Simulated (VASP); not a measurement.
# Al (P6_3/mmc) in VASP: notebook, part 2 of 2

VASP 6.6.1. The steps go on from the part before.

## (5) Single point, r2SCAN (17.29 Å³/atom)

This run uses another cell than the first one, of 17.29 Å³/atom.

Input file POSCAR:

```
Al
1.0
    2.9135000244      0.0000000000      0.0000000000
   -1.4567500122      2.5231650351      0.0000000000
    0.0000000000      0.0000000000      4.7032597062
Al
2
Direct
    0.3333333333      0.6666666667      0.2500000000
    0.6666666667      0.3333333333      0.7500000000
```

Input file INCAR.step1:

```
SYSTEM = Al
ALGO = Normal ; EDIFF = 1E-4
ENCUT = 520 ; GGA = PE
ISMEAR = -1 ; LASPH = .TRUE.
LCHARG = .FALSE. ; LREAL = .FALSE.
LWAVE = .TRUE. ; NBANDS = 10
NELM = 60 ; PREC = Accurate
SIGMA = 0.1
```

Input file INCAR.step2:

```
SYSTEM = Al
ALGO = Normal ; EDIFF = 1E-6
ENCUT = 520 ; ISIF = 2
ISMEAR = -1 ; ISTART = 1
LASPH = .TRUE. ; LCHARG = .TRUE.
LELF = .TRUE. ; LMIXTAU = .TRUE.
LREAL = .FALSE. ; LVHAR = .TRUE.
LWAVE = .FALSE. ; METAGGA = R2SCAN
NBANDS = 10 ; NELM = 60
PREC = Accurate ; SIGMA = 0.1
```

Input file KPOINTS:

```
k-points
0
G
  14 14 8
  0 0 0
```

Potentials or basis: VASP PAW PBE potentials, release 64 (Al).

Command:

```
$ cat potpaw_PBE.64/Al/POTCAR > POTCAR
$ cp INCAR.step1 INCAR
$ mpirun -np 1 vasp_std > vasp.out
$ cp INCAR.step2 INCAR
$ mpirun -np 1 vasp_std > vasp.out
```

OUTCAR:

```text
SYSTEM = Al
   EDIFF = 1E-6
   ENCUT = 520
   ISIF = 2
   ISMEAR = -1
   ISTART = 1
   LASPH = .TRUE.
   LREAL = .FALSE.
   METAGGA = R2SCAN
   NELM = 60
   PREC = Accurate

 ion  position               nearest neighbor table
   1  0.333  0.667  0.250-   2 2.89   2 2.89   2 2.89   2 2.89   2 2.89   2 2.89
   2  0.667  0.333  0.750-   1 2.89   1 2.89   1 2.89   1 2.89   1 2.89   1 2.89

  LATTYP: Found a hexagonal cell.
 ALAT       =     2.9135000244
 C/A-ratio  =     1.6142988388

  Lattice vectors:

 A1 = (   2.9135000244,   0.0000000000,   0.0000000000)
 A2 = (  -1.4567500122,   2.5231650351,   0.0000000000)
 A3 = (   0.0000000000,   0.0000000000,   4.7032597062)

Analysis of symmetry for initial positions (statically):
=====================================================================
 Subroutine PRICEL returns:
 Original cell was already a primitive cell.

 Routine SETGRP: Setting up the symmetry group for a
 hexagonal supercell.

 Subroutine GETGRP returns: Found 24 space group operations
 (whereof 12 operations were pure point group operations)
 out of a pool of 24 trial point group operations.

The static configuration has the point symmetry D_3d.
 The point group associated with its full space group is D_6h.

Analysis of symmetry for dynamics (positions and initial velocities):
=====================================================================
 Subroutine PRICEL returns:
 Original cell was already a primitive cell.

 Routine SETGRP: Setting up the symmetry group for a
 hexagonal supercell.

 Subroutine GETGRP returns: Found 24 space group operations
 (whereof 12 operations were pure point group operations)
 out of a pool of 24 trial point group operations.

The dynamic configuration has the point symmetry D_3d.
 The point group associated with its full space group is D_6h.

 Subroutine INISYM returns: Found 24 space group operations
 (whereof 12 operations are pure point group operations),
 and found     1 'primitive' translations

[... 115 lines left out ...]
  volume/ion in A,a.u.               =      17.29       116.66
  Fermi-wavevector in a.u.,A,eV,Ry     =   0.913143  1.725590 11.344943  0.833830
  Thomas-Fermi vector in A             =   2.037620
   LORBIT       =      0    0 simple, 1 ext, 2 COOP (PROOUT), +10 PAW based schemes
   METAGGA = R2SCAN    functional components
   LHFCALC =     F    Hartree Fock is set to
   AEXX    =    0.0000 exact exchange contribution
   IVDW    =     0    specifies the selected vdW correction
   LEPSILON=     F    determine dielectric tensor
   LRPA    =     F    only Hartree local field effects (RPA)
 non-spin polarized calculation
  energy-cutoff  :      520.00
  volume of cell :       34.57
 maximum number of plane-waves:       966
 NGX is ok and might be reduce to    24
   NGX = 11   NGY = 11   NGZ = 17

 number of electron       6.0000000 magnetization

 Free energy of the ion-electron system (eV)
  ---------------------------------------------------
  ext. energy  EPLUGINS =         0.00000000
  ---------------------------------------------------
  free energy    TOTEN  =       -13.35254319 eV

  energy without entropy =      -13.32467801  energy(sigma->0) =      -13.33861060

 E-fermi :   7.5508     XC(G=0): -10.7445

 val. band max:        7.5400331518   @ k =   0.2857   0.2857   0.5000
 cond. band min:       7.5615535124   @ k =   0.3571   0.2857   0.2500
 fundamental gap:      0.0215203607
 Fermi energy:         7.5508312459

 k-point     1 :       0.0000    0.0000    0.0000
  band No.  band energies     occupation
      1      -3.9823      2.00000
      2       2.7946      2.00000
      3       3.2094      2.00000
      4      18.2807      0.00000
      5      18.2807      0.00000
      6      18.7739      0.00000
      7      18.7739      0.00000
      8      20.2168      0.00000
      9      21.8724      0.00000
     10      22.6913      0.00000
[... 287 lines left out ...]
 k-point    24 :       0.3571    0.2857    0.0000
  band No.  band energies     occupation
      1       3.4518      2.00000
      2       3.5909      2.00000
      3       5.1853      2.00000
      4       9.5514      0.00000
      5      10.0630      0.00000
      6      10.2248      0.00000
      7      11.4271      0.00000
      8      12.1872      0.00000
      9      12.7006      0.00000
     10      24.5466      0.00000

 [... further k-points ...]
[... 5 lines left out ...]
  --------------------------------------------------------------------------------------
  -------------------------------------------------------------------------------------
  Total       -1.4102592     -1.4102592     -1.0796816      0.0000000     -0.0000000      0.0000000
  in kB      -65.3506433    -65.3506433    -50.0318589      0.0000000     -0.0000000      0.0000000
  external PRESSURE =     -60.2443818 kB  Pullay stress =       0.0000000 kB

 VOLUME and BASIS-vectors are now :
 -----------------------------------------------------------------------------
  energy-cutoff  :      520.00
  volume of cell :       34.57
      direct lattice vectors                 reciprocal lattice vectors
     2.913500024  0.000000000  0.000000000     0.343229789  0.198163811  0.000000000
    -1.456750012  2.523165035  0.000000000     0.000000000  0.396327623  0.000000000
     0.000000000  0.000000000  4.703259706     0.000000000  0.000000000  0.212618495

 POSITION                                       TOTAL-FORCE (eV/Angst)
 -----------------------------------------------------------------------------------
     -0.00000      1.68211      1.17581         0.000000     -0.000000      0.000000
      1.45675      0.84106      3.52744        -0.000000      0.000000      0.000000
 -----------------------------------------------------------------------------------
    total drift:                                0.000000     -0.000000     -0.000000

  FREE ENERGIE OF THE ION-ELECTRON SYSTEM (eV)
  ---------------------------------------------------
  free  energy   TOTEN  =       -13.3525431903 eV

  energy  without entropy=      -13.3246780081  energy(sigma->0) =      -13.33861060
```

OSZICAR.step1:

```text
N       E                     dE             d eps       ncg     rms          rms(c)
DAV:   1    -0.109299902957E+00   -0.10930E+00   -0.22913E+03  2400   0.470E+02
DAV:   2    -0.730200797228E+01   -0.71927E+01   -0.69335E+01  3212   0.540E+01
DAV:   3    -0.746967238583E+01   -0.16766E+00   -0.16566E+00  3242   0.656E+00
DAV:   4    -0.747039964630E+01   -0.72726E-03   -0.72713E-03  2864   0.482E-01
DAV:   5    -0.747040537771E+01   -0.57314E-05   -0.57313E-05  2946   0.454E-02    0.171E+00
DAV:   6    -0.744271990686E+01    0.27685E-01   -0.37325E-03  2678   0.333E-01    0.991E-01
DAV:   7    -0.742310050813E+01    0.19619E-01   -0.10613E-02  2606   0.524E-01    0.169E-01
DAV:   8    -0.742302225337E+01    0.78255E-04   -0.78038E-05  2964   0.539E-02
   1 F= -.74230223E+01 E0= -.74076708E+01  d E =-.307028E-01
```

Wall time 2.3 min (1 thread of Intel Xeon 8259CL, shared host); peak memory 0.18 GiB.

Results:

```yaml
Free_energy: -13.3525 eV
Pressure: -6.0 GPa
Band_gap_on_the_k_mesh: zero (bands 3 and 4 overlap by 7.86 eV)
```

Stress tensor (GPa, compression positive):
```
-6.54  0.00  0.00
 0.00 -6.54  0.00
 0.00  0.00 -5.00
```

Caveat: the cell stands under tension; the PAW data sets were made with another functional, which shifts forces and pressure a little.

## (6) Summary

```tsv
cell	gap on the mesh (eV)	pressure (GPa)
a = 2.801, b = 2.801, c = 4.522 Å, angles 90.0, 90.0, 120.0°, 2 atoms	none	3.6
a = 2.840, b = 2.840, c = 4.584 Å, angles 90.0, 90.0, 120.0°, 2 atoms	none	-0.3
a = 2.877, b = 2.877, c = 4.644 Å, angles 90.0, 90.0, 120.0°, 2 atoms	none	-3.5
a = 2.914, b = 2.914, c = 4.703 Å, angles 90.0, 90.0, 120.0°, 2 atoms	none	-6.0
```

Alike in all rows: task single point; level r2SCAN; potentials or basis VASP PAW PBE potentials, release 64 (Al); no spin polarisation; k mesh 14 × 14 × 8; cutoff (eV) 520; smearing fermi-dirac 0.1 eV.

Caveats: the PAW data sets were made with another functional, which shifts forces and pressure a little; the cell stands under tension (at least some runs); the cell stands under pressure (at least some runs).

Total energies depend on the potentials used, so only differences within one code and one set of settings carry meaning.
